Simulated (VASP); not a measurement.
# Au (Fm-3m) in VASP: further runs, part 2 of 2

VASP 6.6.1.

### Step 4. Relaxation of cell and atoms, PBEsol

This run uses another cell than the first one, of 17.12 Å³/atom, 1.005 times its volume.

Input file INCAR:

```
PREC = Accurate ; ENCUT = 600
EDIFF = 1E-6 ; ISMEAR = 0
SIGMA = 0.1 ; LREAL = False
LASPH = True ; NELM = 100
ALGO = Normal ; ISIF = 3
LWAVE = False ; LCHARG = False
GGA = PS ; IBRION = 2
NSW = 100 ; EDIFFG = -0.005
```

Input file KPOINTS:

```
regular mesh
0
Gamma
  18 18 18
```

Input file POSCAR:

```
Au
1.0
    0.0000000000     -2.0455000000     -2.0455000000
    2.0455000000      0.0000000000     -2.0455000000
    2.0455000000     -2.0455000000      0.0000000000
Au
1
Direct
    0.0000000000      0.0000000000      0.0000000000
```

Potentials or basis: VASP PAW PBE potentials, release 64 (Au).

On the command line:

```sh
cat potpaw_PBE.64/Au/POTCAR > POTCAR
mpirun -np 1 vasp_std > vasp.out
```

OUTCAR:

```text
PREC = Accurate
   ENCUT = 600
   EDIFF = 1E-6
   ISMEAR = 0
   LREAL = False
   LASPH = True
   NELM = 100
   ISIF = 3
   GGA = PS
   IBRION = 2
   NSW = 100
   EDIFFG = -0.005

 ion  position               nearest neighbor table
   1  0.000  0.000  0.000-

  LATTYP: Found a face centered cubic cell.
 ALAT       =     4.0910000000

  Lattice vectors:

 A1 = (   0.0000000000,  -2.0455000000,  -2.0455000000)
 A2 = (   2.0455000000,   0.0000000000,  -2.0455000000)
 A3 = (   2.0455000000,  -2.0455000000,   0.0000000000)

Analysis of symmetry for initial positions (statically):
=====================================================================
 Subroutine PRICEL returns:
 Original cell was already a primitive cell.

 Routine SETGRP: Setting up the symmetry group for a
 face centered cubic supercell.

 Subroutine GETGRP returns: Found 48 space group operations
 (whereof 48 operations were pure point group operations)
 out of a pool of 48 trial point group operations.

[... 167 lines left out ...]
  --------------------------------------------------------------------------------------
  -------------------------------------------------------------------------------------
  Total       -0.1191947     -0.1191947     -0.1191947     -0.0000000      0.0000000      0.0000000
  in kB      -11.1567863    -11.1567863    -11.1567863     -0.0000000      0.0000000      0.0000000
  external PRESSURE =     -11.1567863 kB  Pullay stress =       0.0000000 kB
[... 57 lines left out ...]
--------------------------------------- Ionic step        3  -------------------------------------------

 number of electron      11.0000000 magnetization

 Free energy of the ion-electron system (eV)
  ---------------------------------------------------
  ext. energy  EPLUGINS =         0.00000000
  ---------------------------------------------------
  free energy    TOTEN  =        -3.92500319 eV

  energy without entropy =       -3.92357893  energy(sigma->0) =       -3.92429106

 E-fermi :   9.2834     XC(G=0): -12.8966

 val. band max:        9.2807472509   @ k =   0.5000   0.1667   0.0556
 cond. band min:       9.2887452824   @ k =   0.5000   0.2778   0.1111
 fundamental gap:      0.0079980315
 Fermi energy:         9.2834441414

 k-point     1 :       0.0000    0.0000    0.0000
  band No.  band energies     occupation
      1      -0.6297      2.00000
      2       4.6242      2.00000
      3       4.6242      2.00000
      4       4.6242      2.00000
      5       6.1600      2.00000
      6       6.1600      2.00000
      7      23.8098      0.00000
      8      27.8165      0.00000
      9      27.8165      0.00000
[... 265 lines left out ...]
 k-point    24 :      -0.2222    0.0556    0.0000
  band No.  band energies     occupation
      1       1.1759      2.00000
      2       4.3457      2.00000
      3       4.9315      2.00000
      4       4.9707      2.00000
      5       6.0616      2.00000
      6       6.5473      2.00000
      7      20.8740      0.00000
      8      24.9013      0.00000
      9      27.8420      0.00000

 [... further k-points ...]
[... 5 lines left out ...]
  --------------------------------------------------------------------------------------
  -------------------------------------------------------------------------------------
  Total        0.0019056      0.0019056      0.0019056      0.0000000     -0.0000000      0.0000000
  in kB        0.1795252      0.1795252      0.1795252      0.0000000     -0.0000000      0.0000000
  external PRESSURE =       0.1795252 kB  Pullay stress =       0.0000000 kB
[... 16 lines left out ...]
  FREE ENERGIE OF THE ION-ELECTRON SYSTEM (eV)
  ---------------------------------------------------
  free  energy   TOTEN  =        -3.9250031909 eV

  energy  without entropy=       -3.9235789268  energy(sigma->0) =       -3.92429106

 reached required accuracy - stopping structural energy minimisation
```

OSZICAR:

```text
N       E                     dE             d eps       ncg     rms          rms(c)
DAV:   1     0.483598651762E+02    0.48360E+02   -0.64438E+03  3742   0.124E+03
DAV:   2    -0.379852848597E+01   -0.52158E+02   -0.49151E+02  3643   0.215E+02
[... 18 lines left out ...]
   2 F= -.39239001E+01 E0= -.39231750E+01  d E =0.712993E-03
       N       E                     dE             d eps       ncg     rms          rms(c)
DAV:   1    -0.393934857951E+01   -0.15449E-01   -0.30094E-01  3573   0.619E+00    0.712E-01
DAV:   2    -0.392564254072E+01    0.13706E-01   -0.45840E-02  3537   0.209E+00    0.310E-01
DAV:   3    -0.392501090836E+01    0.63163E-03   -0.29331E-03  3622   0.502E-01    0.222E-01
DAV:   4    -0.392500276122E+01    0.81471E-05   -0.98425E-05  3732   0.885E-02    0.632E-03
DAV:   5    -0.392500319089E+01   -0.42967E-06   -0.29677E-06  3806   0.155E-02
   3 F= -.39250032E+01 E0= -.39242911E+01  d E =-.390102E-03
```

Run time: 32 s. Hardware: 1 thread of Intel Xeon Platinum 8259CL at 2.50GHz (Skylake/Cascade Lake), shared host; peak memory 0.18 GiB.

What came out:

- Free energy: -3.9250 eV
- Relaxed volume: 17.01 Å³/atom
- Relaxed cell: a = 2.887 Å, b = 2.887 Å, c = 2.887 Å, α = 60.00°, β = 60.00°, γ = 60.00°
- Space group after relaxing (to 0.05 Å): Fm-3m (No. 225)
- Energy gained by relaxing: 0.4 meV/atom
- Ionic steps: 3
- Pressure after relaxing: 0.0 GPa

Step by step:
| step | energy change (eV) | largest force (eV/Å) | pressure (GPa) | volume (Å³) |
| --- | --- | --- | --- | --- |
| 1 | 0.0000 | 0.0000 | -1.12 | 17.12 |
| 2 | 0.0007 | 0.0000 | 1.96 | 16.82 |
| 3 | -0.0004 | 0.0000 | 0.02 | 17.01 |

Final structure:
```yaml
crystal:
  lattice:
    - [0.00000, -2.04108, -2.04108]
    - [2.04108, 0.00000, -2.04108]
    - [2.04108, -2.04108, 0.00000]
  atoms:
    - { symbol: Au, position: [0.00000, 0.00000, 0.00000] }
```

Levels at points of the mesh, in eV from the Fermi level:
| k point | band 3 | band 4 | band 5 | band 6 | band 7 | band 8 | band 9 |
| --- | --- | --- | --- | --- | --- | --- | --- |
| (0.00, 0.00, 0.00) | -4.66 | -4.66 | -3.12 | -3.12 | 14.53 | 18.53 | 18.53 |
| (0.50, 0.00, 0.00) | -4.69 | -1.92 | -1.92 | -1.01 | 3.10 | 13.97 | 17.14 |
| (0.50, 0.50, 0.00) | -1.96 | -1.59 | -1.59 | 0.98 | 5.79 | 9.99 | 9.99 |

Caveat: the PAW data sets were made with another functional, which shifts forces and pressure a little; spin-orbit coupling is left out, which moves the levels of the heavy elements.
